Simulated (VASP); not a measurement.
# CdS (Hawleyite) (F-43m) in VASP: settings compared

CdS (Hawleyite) is run at these levels: PBEsol, PBE, LDA; tasks: single point, relaxation of cell and atoms.

Everything below comes from runs of VASP 6.6.1. Logs are shortened: lines on timing, memory, paths and dates and some standing lists are left out, and cuts for length are marked.

### Step 1. The cell of the first run

The structure is cubic, space group F-43m (No. 216). The conventional cell has a = 5.825 Å, b = 5.825 Å, c = 5.825 Å, α = 90.00°, β = 90.00°, γ = 90.00°. Within 3.3 Å of Cd (site symmetry -43m) lie 4 S at 2.52 Å. S (site symmetry -43m) has 4 Cd at 2.52 Å within 3.3 Å.

### Step 2. Single point, PBEsol

File INCAR:

```
SYSTEM = CdS
  ALGO = Normal
  EDIFF = 1E-6
  ENCUT = 520
  GGA = PS
  ISIF = 2
  ISMEAR = -1
  LASPH = .TRUE.
  LCHARG = .FALSE.
  LREAL = .FALSE.
  LWAVE = .FALSE.
  NBANDS = 16
  NELM = 100
  PREC = Accurate
  SIGMA = 0.05
```

File KPOINTS:

```
k-points
0
G
  8 8 8
  0 0 0
```

File POSCAR:

```
CdS
1.0
    0.0000000000      2.9122812708      2.9122812708
    2.9122812708      0.0000000000      2.9122812708
    2.9122812708      2.9122812708      0.0000000000
Cd S
1 1
Direct
    0.0000000000      0.0000000000      0.0000000000
    0.7500000000      0.7500000000      0.7500000000
```

Potentials or basis: VASP PAW PBE potentials, release 64 (Cd, S).

On the command line:

```sh
$ cat potpaw_PBE.64/Cd/POTCAR potpaw_PBE.64/S/POTCAR > POTCAR
$ mpirun -np 1 vasp_std > vasp.out
```

OUTCAR:

```text
SYSTEM = CdS
   EDIFF = 1E-6
   ENCUT = 520
   GGA = PS
   ISIF = 2
   ISMEAR = -1
   LASPH = .TRUE.
   LREAL = .FALSE.
   NELM = 100
   PREC = Accurate

 ion  position               nearest neighbor table
   1  0.000  0.000  0.000-   2 2.52   2 2.52   2 2.52   2 2.52
   2  0.750  0.750  0.750-   1 2.52   1 2.52   1 2.52   1 2.52

  LATTYP: Found a face centered cubic cell.
 ALAT       =     5.8245625416

  Lattice vectors:

 A1 = (   0.0000000000,   2.9122812708,   2.9122812708)
 A2 = (   2.9122812708,   0.0000000000,   2.9122812708)
 A3 = (   2.9122812708,   2.9122812708,   0.0000000000)

Analysis of symmetry for initial positions (statically):
=====================================================================
 Subroutine PRICEL returns:
 Original cell was already a primitive cell.

 Routine SETGRP: Setting up the symmetry group for a
 face centered cubic supercell.

 Subroutine GETGRP returns: Found 24 space group operations
 (whereof 24 operations were pure point group operations)
 out of a pool of 48 trial point group operations.

The static configuration has the point symmetry T_d .

Analysis of symmetry for dynamics (positions and initial velocities):
=====================================================================
 Subroutine PRICEL returns:
 Original cell was already a primitive cell.

 Routine SETGRP: Setting up the symmetry group for a
 face centered cubic supercell.

 Subroutine GETGRP returns: Found 24 space group operations
 (whereof 24 operations were pure point group operations)
 out of a pool of 48 trial point group operations.

The dynamic configuration has the point symmetry T_d .

 Subroutine INISYM returns: Found 24 space group operations
 (whereof 24 operations are pure point group operations),
 and found     1 'primitive' translations

----------------------------------------------------------------------------------------

                                     Primitive cell

  volume of cell :      49.4003

  direct lattice vectors                    reciprocal lattice vectors
     0.000000000  2.912281271  2.912281271    -0.171686713  0.171686713  0.171686713
     2.912281271  0.000000000  2.912281271     0.171686713 -0.171686713  0.171686713
     2.912281271  2.912281271  0.000000000     0.171686713  0.171686713 -0.171686713

  length of vectors
     4.118587671  4.118587671  4.118587671     0.297370111  0.297370111  0.297370111

  position of ions in fractional coordinates (direct lattice)
     0.000000000  0.000000000  0.000000000
     0.750000000  0.750000000  0.750000000

  ion indices of the primitive-cell ions
   primitive index   ion index
                 1           1
                 2           2

----------------------------------------------------------------------------------------

 KPOINTS: k-points

Automatic generation of k-mesh.
 Grid dimensions read from file:
 generate k-points for:    8    8    8

 Generating k-lattice:

  Cartesian coordinates                     Fractional coordinates (reciprocal lattice)
    -0.021460839  0.021460839  0.021460839     0.125000000  0.000000000  0.000000000
     0.021460839 -0.021460839  0.021460839     0.000000000  0.125000000  0.000000000
     0.021460839  0.021460839 -0.021460839     0.000000000  0.000000000  0.125000000

  Length of vectors
     0.037171264  0.037171264  0.037171264

  Shift w.r.t. Gamma in fractional coordinates (k-lattice)
     0.000000000  0.000000000  0.000000000

 Subroutine IBZKPT returns following result:
 ===========================================

 Found     29 irreducible k-points:

 Following reciprocal coordinates:
            Coordinates               Weight
  0.000000  0.000000  0.000000      1.000000
  0.125000  0.000000  0.000000      8.000000
  0.250000  0.000000  0.000000      8.000000
  0.375000  0.000000  0.000000      8.000000
  0.500000  0.000000  0.000000      4.000000
  0.125000  0.125000  0.000000      6.000000
[... 16 lines left out ...]
  0.500000  0.250000  0.125000     48.000000
 -0.375000  0.250000  0.125000     24.000000
 [... further k-points ...]
   k-points           NKPTS =     29   k-points in BZ     NKDIM =     29   number of bands    NBANDS=     16
   number of dos      NEDOS =    301   number of ions     NIONS =      2
   total plane-waves  NPLWV =  32768
   dimension x,y,z NGX =    32 NGY =   32 NGZ =   32
   dimension x,y,z NGXF=    64 NGYF=   64 NGZF=   64
   ions per type =               1   1
   NGX,Y,Z   is equivalent  to a cutoff of  12.92, 12.92, 12.92 a.u.
   NGXF,Y,Z  is equivalent  to a cutoff of  25.83, 25.83, 25.83 a.u.
 SYSTEM =  CdS
   PREC   = accura    normal or accurate (medium, high low for compatibility)
   ISTART =      0    job   : 0-new  1-cont  2-samecut
   ICHARG =      2    charge: 1-file 2-atom 10-const
   ISPIN  =      1    spin polarized calculation?
   LNONCOLLINEAR =      F non collinear calculations
   LSORBIT =      F    spin-orbit coupling
   LASPH  =      T    aspherical Exc in radial PAW
   ENCUT  =  520.0 eV  38.22 Ry    6.18 a.u.   7.66  7.66  7.66*2*pi/ulx,y,z
   NELM   =    100;   NELMIN=  2; NELMDL= -5     # of ELM steps
   EDIFF  = 0.1E-05   stopping-criterion for ELM
   LREAL  =      F    real-space projection
   EDIFFG = 0.1E-04   stopping-criterion for IOM
   NSW    =      0    number of steps for IOM
   IBRION =     -1    ionic relax: 0-MD 1-quasi-New 2-CG
   NFREE  =      0    steps in history (QN), initial steepest desc. (CG)
   ISIF   =      2    stress and relaxation
   ISYM   =      2    0-nonsym 1-usesym 2-fastsym
   POTIM  = 0.5000    time-step for ionic-motion
   TEBEG  =    0.0;   TEEND  =   0.0 temperature during run
   PSTRESS=    0.0 pullay stress
   NELECT =      18.0000    total number of electrons
   NUPDOWN=      -1.0000    fix difference up-down
   EMIN   =  10.00;   EMAX   =-10.00  energy-range for DOS
   EFERMI =   0.00;   METHOD = LEGACY
   ISMEAR =    -1;   SIGMA  =   0.05  broadening in eV -4-tet -1-fermi 0-gaus
   EFERMI_NEDOS =   21; number of points for ismear=-14 and -15
   IALGO  =     38    algorithm
   IMIX   =      4    mixing-type and parameters
     AMIX     =   0.40;   BMIX     =  1.00
     AMIX_MAG =   1.60;   BMIX_MAG =  1.00
  volume/ion in A,a.u.               =      24.70       166.68
  Fermi-wavevector in a.u.,A,eV,Ry     =   1.169290  2.209638 18.602427  1.367240
  Thomas-Fermi vector in A             =   2.305765
   LORBIT       =      0    0 simple, 1 ext, 2 COOP (PROOUT), +10 PAW based schemes
   GGA     = PS    functional components
   LHFCALC =     F    Hartree Fock is set to
   AEXX    =    0.0000 exact exchange contribution
   IVDW    =     0    specifies the selected vdW correction
   LEPSILON=     F    determine dielectric tensor
   LRPA    =     F    only Hartree local field effects (RPA)
 non-spin polarized calculation
  energy-cutoff  :      520.00
  volume of cell :       49.40
 maximum number of plane-waves:      1363
   NGX = 15   NGY = 15   NGZ = 15

 number of electron      18.0000004 magnetization

 Free energy of the ion-electron system (eV)
  ---------------------------------------------------
  ext. energy  EPLUGINS =         0.00000000
  ---------------------------------------------------
  free energy    TOTEN  =        -6.81313812 eV

  energy without entropy =       -6.81313774  energy(sigma->0) =       -6.81313793

 E-fermi :   1.7964     XC(G=0):  -9.3986

 val. band max:        1.2495412091   @ k =   0.0000   0.0000   0.0000
 cond. band min:       2.2666494109   @ k =   0.0000   0.0000   0.0000
 fundamental gap:      1.0171082017
 Fermi energy:         1.7963634896

 k-point     1 :       0.0000    0.0000    0.0000
  band No.  band energies     occupation
      1     -11.1622      2.00000
      2      -6.4961      2.00000
      3      -6.4961      2.00000
      4      -6.4961      2.00000
      5      -6.0018      2.00000
      6      -6.0018      2.00000
[... 8 lines left out ...]
     15      12.7021      0.00000
     16      12.7021      0.00000

 k-point     2 :       0.1250    0.0000    0.0000
  band No.  band energies     occupation
      1     -11.0977      2.00000
      2      -6.4730      2.00000
      3      -6.4730      2.00000
      4      -6.4435      2.00000
      5      -6.0030      2.00000
      6      -6.0030      2.00000
[... 8 lines left out ...]
     15      12.0637      0.00000
     16      13.0583      0.00000

 k-point     3 :       0.2500    0.0000    0.0000
  band No.  band energies     occupation
      1     -10.9410      2.00000
      2      -6.4230      2.00000
      3      -6.4230      2.00000
      4      -6.2515      2.00000
      5      -5.9977      2.00000
      6      -5.9977      2.00000
[... 8 lines left out ...]
     15      11.8171      0.00000
     16      12.3738      0.00000

 k-point     4 :       0.3750    0.0000    0.0000
  band No.  band energies     occupation
      1     -10.7840      2.00000
      2      -6.3846      2.00000
      3      -6.3846      2.00000
      4      -5.9772      2.00000
      5      -5.9772      2.00000
      6      -5.8885      2.00000
[... 8 lines left out ...]
     15      12.6881      0.00000
     16      12.6881      0.00000

 k-point     5 :       0.5000    0.0000    0.0000
  band No.  band energies     occupation
      1     -10.7194      2.00000
      2      -6.3728      2.00000
      3      -6.3728      2.00000
      4      -5.9633      2.00000
      5      -5.9633      2.00000
      6      -5.6171      2.00000
[... 8 lines left out ...]
     15      13.7647      0.00000
     16      13.7647      0.00000

 k-point     6 :       0.1250    0.1250    0.0000
  band No.  band energies     occupation
      1     -11.0764      2.00000
      2      -6.4548      2.00000
      3      -6.4510      2.00000
      4      -6.4510      2.00000
      5      -6.0188      2.00000
      6      -5.9887      2.00000
[... 8 lines left out ...]
     15      12.8040      0.00000
     16      13.7267      0.00000
[... 267 lines left out ...]
 k-point    21 :       0.5000    0.5000    0.0000
  band No.  band energies     occupation
      1     -10.5828      2.00000
      2      -6.2837      2.00000
      3      -6.1374      2.00000
      4      -6.1374      2.00000
      5      -5.9119      2.00000
      6      -5.5537      2.00000
[... 8 lines left out ...]
     15      13.6012      0.00000
     16      14.7129      0.00000

 k-point    22 :       0.3750    0.2500    0.1250
  band No.  band energies     occupation
      1     -10.8259      2.00000
      2      -6.3705      2.00000
      3      -6.3432      2.00000
      4      -6.1820      2.00000
      5      -5.9969      2.00000
      6      -5.9415      2.00000
[... 8 lines left out ...]
     15      13.2137      0.00000
     16      14.9905      0.00000

 k-point    23 :       0.5000    0.2500    0.1250
  band No.  band energies     occupation
      1     -10.7025      2.00000
      2      -6.3339      2.00000
      3      -6.3067      2.00000
      4      -6.0732      2.00000
      5      -5.9679      2.00000
      6      -5.7117      2.00000
[... 8 lines left out ...]
     15      13.9884      0.00000
     16      14.3020      0.00000

 k-point    24 :      -0.3750    0.2500    0.1250
  band No.  band energies     occupation
      1     -10.6521      2.00000
      2      -6.3293      2.00000
      3      -6.2891      2.00000
      4      -6.0303      2.00000
      5      -5.9749      2.00000
      6      -5.4996      2.00000
[... 8 lines left out ...]
     15      13.4473      0.00000
     16      14.3832      0.00000

 [... further k-points ...]
[... 5 lines left out ...]
  --------------------------------------------------------------------------------------
  -------------------------------------------------------------------------------------
  Total        0.1183796      0.1183796      0.1183796     -0.0000000     -0.0000000      0.0000000
  in kB        3.8393491      3.8393491      3.8393491     -0.0000000     -0.0000000      0.0000000
  external PRESSURE =       3.8393491 kB  Pullay stress =       0.0000000 kB

 VOLUME and BASIS-vectors are now :
 -----------------------------------------------------------------------------
  energy-cutoff  :      520.00
  volume of cell :       49.40
      direct lattice vectors                 reciprocal lattice vectors
     0.000000000  2.912281271  2.912281271    -0.171686713  0.171686713  0.171686713
     2.912281271  0.000000000  2.912281271     0.171686713 -0.171686713  0.171686713
     2.912281271  2.912281271  0.000000000     0.171686713  0.171686713 -0.171686713

 POSITION                                       TOTAL-FORCE (eV/Angst)
 -----------------------------------------------------------------------------------
      0.00000      0.00000      0.00000        -0.000000     -0.000000     -0.000000
      4.36842      4.36842      4.36842         0.000000      0.000000      0.000000
 -----------------------------------------------------------------------------------
    total drift:                                0.000000      0.000000      0.000000

  FREE ENERGIE OF THE ION-ELECTRON SYSTEM (eV)
  ---------------------------------------------------
  free  energy   TOTEN  =        -6.8131381185 eV

  energy  without entropy=       -6.8131377438  energy(sigma->0) =       -6.81313793
```

Run time: 39 s. Hardware: 1 thread of AMD EPYC 7R43 (Zen 3), shared host; peak memory 0.15 GiB.

What came out:

| Quantity | Value |
| --- | --- |
| Free energy | -6.8131 eV |
| Pressure | 0.4 GPa |
| Band gap on the k mesh | 1.02 eV, direct |

Levels at points of the mesh, in eV from the valence-band top:
| k point | band 6 | band 7 | band 8 | band 9 | band 10 | band 11 | band 12 | band 13 |
| --- | --- | --- | --- | --- | --- | --- | --- | --- |
| (0.00, 0.00, 0.00) | -7.25 | 0.00 | 0.00 | 0.00 | 1.02 | 6.44 | 6.44 | 6.44 |
| (0.50, 0.00, 0.00) | -6.87 | -4.51 | -0.77 | -0.77 | 2.90 | 6.91 | 6.91 | 7.34 |
| (0.50, 0.50, 0.00) | -6.80 | -4.03 | -1.93 | -1.93 | 3.38 | 4.26 | 9.10 | 10.70 |

Caveat: the PAW data sets were made with another functional, which shifts forces and pressure a little. As with any semilocal functional, this PBEsol gap is likely too small.

### Step 3. Single point, PBE

This run uses another cell than the first one, of 26.02 Å³/atom, 1.053 times its volume.

File INCAR:

```
PREC = Accurate
ENCUT = 520
EDIFF = 1E-7
ISMEAR = -1
SIGMA = 0.05
LREAL = F
LASPH = T
NELM = 100
ALGO = Normal
ISIF = 2
LWAVE = F
LCHARG = F
GGA = PE
NBANDS = 16
```

File KPOINTS:

```
regular mesh
0
Gamma
  8 8 8
```

File POSCAR:

```
CdS
1.0
    0.0000000000      2.9632111079      2.9632111079
    2.9632111079      0.0000000000      2.9632111079
    2.9632111079      2.9632111079      0.0000000000
Cd S
1 1
Direct
    0.0000000000      0.0000000000      0.0000000000
    0.7500000000      0.7500000000      0.7500000000
```

Potentials or basis: VASP PAW PBE potentials, release 64 (Cd, S).

On the command line:

```sh
$ cat potpaw_PBE.64/Cd/POTCAR potpaw_PBE.64/S/POTCAR > POTCAR
$ mpirun -np 1 vasp_std > vasp.out
```

It took 37 s on 1 thread of AMD EPYC 7R43 (Zen 3), shared host; peak memory 0.14 GiB.

It converged, with:

* Free energy: -6.1472 eV
* Pressure: 0.3 GPa
* Band gap on the k mesh: 1.04 eV, direct

Levels at points of the mesh, in eV from the valence-band top:
```csv
k point,band 6,band 7,band 8,band 9,band 10,band 11,band 12,band 13
"(0.00, 0.00, 0.00)",-7.15,0.00,0.00,0.00,1.04,6.55,6.55,6.55
"(0.50, 0.00, 0.00)",-6.81,-4.12,-0.69,-0.69,2.94,7.01,7.01,7.33
"(0.50, 0.50, 0.00)",-6.75,-3.75,-1.72,-1.72,3.63,4.28,9.04,10.49
```

### Step 4. Relaxation of cell and atoms, PBE

This run uses another cell than the first one, of 24.81 Å³/atom, 1.004 times its volume.

File INCAR:

```
PREC     = Accurate       # precision mode
ENCUT    = 600            # plane-wave cutoff, eV
EDIFF    = 1E-6           # SCF threshold, eV
ISMEAR   = -1             # smearing method
SIGMA    = 0.05           # smearing width, eV
LREAL    = F              # projectors in reciprocal space
LASPH    = T              # aspherical terms in the spheres
NELM     = 60             # most SCF steps
ALGO     = Normal         # electronic algorithm
ISIF     = 3              # what is computed and relaxed
LWAVE    = F              # write WAVECAR
LCHARG   = F              # write CHGCAR
GGA      = PE             # functional
IBRION   = 2              # ionic algorithm
NSW      = 60             # ionic steps
EDIFFG   = -0.01          # ionic threshold
```

File KPOINTS:

```
Automatic mesh
0
Gamma
  8 8 8
```

File POSCAR:

```
CdS
1.0
    0.0000000000      2.9165000000      2.9165000000
    2.9165000000      0.0000000000      2.9165000000
    2.9165000000      2.9165000000      0.0000000000
Cd S
1 1
Direct
    0.0000000000      0.0000000000      0.0000000000
    0.7500000000      0.7500000000      0.7500000000
```

On the command line:

```sh
$ cat potpaw_PBE.64/Cd/POTCAR potpaw_PBE.64/S/POTCAR > POTCAR
$ mpirun -np 1 vasp_std > vasp.out
```

It took 1.8 min on 1 thread of AMD EPYC 7R43 (Zen 3), shared host; peak memory 0.18 GiB.

Results (log left out):

```
Free energy                            : -6.1464 eV
Relaxed volume                         : 26.15 Å³/atom
Relaxed cell                           : a = 4.197 Å, b = 4.197 Å, c = 4.197 Å, α = 60.00°, β = 60.00°, γ = 60.00°
Space group after relaxing (to 0.05 Å) : F-43m (No. 216)
Energy gained by relaxing              : 12.6 meV/atom
Ionic steps                            : 3
Pressure after relaxing                : 0.0 GPa
Band gap on the k mesh                 : 1.03 eV, direct
```

Step by step:
```tsv
step	energy change (eV)	largest force (eV/Å)	pressure (GPa)	volume (Å³)
1	0.0000	0.0000	3.18	49.62
2	-0.0226	0.0000	-0.91	53.23
3	-0.0253	0.0000	0.03	52.29
```

Final structure:
```
CELL_PARAMETERS angstrom
0.00000 2.96802 2.96802
2.96802 0.00000 2.96802
2.96802 2.96802 0.00000
ATOMIC_POSITIONS crystal
Cd 0.00000 0.00000 0.00000
S 0.75000 0.75000 0.75000
```

Levels at points of the mesh, in eV from the valence-band top:
| k point | band 5 | band 6 | band 7 | band 8 | band 9 | band 10 | band 11 | band 12 | band 13 |
| --- | --- | --- | --- | --- | --- | --- | --- | --- | --- |
| (0.00, 0.00, 0.00) | -7.14 | -7.14 | 0.00 | 0.00 | 0.00 | 1.03 | 6.55 | 6.55 | 6.55 |
| (0.50, 0.00, 0.00) | -7.11 | -6.81 | -4.09 | -0.68 | -0.68 | 2.93 | 7.00 | 7.00 | 7.32 |
| (0.50, 0.50, 0.00) | -7.07 | -6.75 | -3.73 | -1.70 | -1.70 | 3.64 | 4.28 | 9.02 | 10.47 |

(Continued in part 2 of 2.)
